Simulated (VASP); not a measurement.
Input of a VASP 6.6.1 run:

File INCAR:

```
SYSTEM = HfO2
ALGO     = Normal         ! electronic algorithm
DIPOL    = 0.5 0.5 0.498
EDIFF    = 1E-7           ! SCF threshold, eV
ENCUT    = 520            ! plane-wave cutoff, eV
GGA      = PE             ! functional
IDIPOL   = 3            
ISIF     = 2              ! what is computed and relaxed
ISMEAR   = 0              ! smearing method
IVDW     = 12             ! dispersion correction
LASPH    = .TRUE.         ! aspherical terms in the spheres
LCHARG   = .FALSE.        ! write CHGCAR
LDIPOL   = .TRUE.       
LREAL    = .FALSE.        ! projectors in reciprocal space
LWAVE    = .FALSE.        ! write WAVECAR
NBANDS   = 31             ! bands
NELM     = 100            ! most SCF steps
PREC     = Accurate       ! precision mode
SIGMA    = 0.05           ! smearing width, eV
```

File KPOINTS:

```
k-points
0
G
  9 9 1
  0 0 0
```

Contents of POSCAR:

```
HfO2
1.0
    3.5874453693      0.0000000000      0.0000000000
   -1.7937226846      3.1068188245      0.0000000000
    0.0000000000      0.0000000000     18.3937053174
O Hf
4 2
Direct
    0.0000000000      0.0000000000      0.3805649748
    0.3333333333      0.6666666667      0.4601883249
    0.6666666667      0.3333333333      0.5343907469
    0.0000000000      0.0000000000      0.6176693548
    0.6666666667      0.3333333333      0.4203766498
    0.3333333333      0.6666666667      0.5746968267
```

Potentials or basis: VASP PAW PBE potentials, release 64 (O, Hf_pv).

Command:

```console
$ cat potpaw_PBE.64/O/POTCAR potpaw_PBE.64/Hf_pv/POTCAR > POTCAR
$ mpirun -np 1 vasp_std > vasp.out
```

Q: Estimate the band gap on the k mesh.

A: 4.43 eV, indirect (least direct gap 4.68 eV).

Q: What does it give for the largest force?

A: 0.525 eV/Å.

Q: What does it give for the dispersion energy per atom?

A: -0.150 eV.

Forces in eV/Å, atoms in the order of the input:
```
O    0.000  0.000 -0.497
O    0.000  0.000  0.253
O    0.000  0.000 -0.006
O    0.000  0.000 -0.110
Hf   0.000  0.000  0.525
Hf   0.000  0.000 -0.165
```

Caveat: spin-orbit coupling is left out, which moves the levels of the heavy elements.
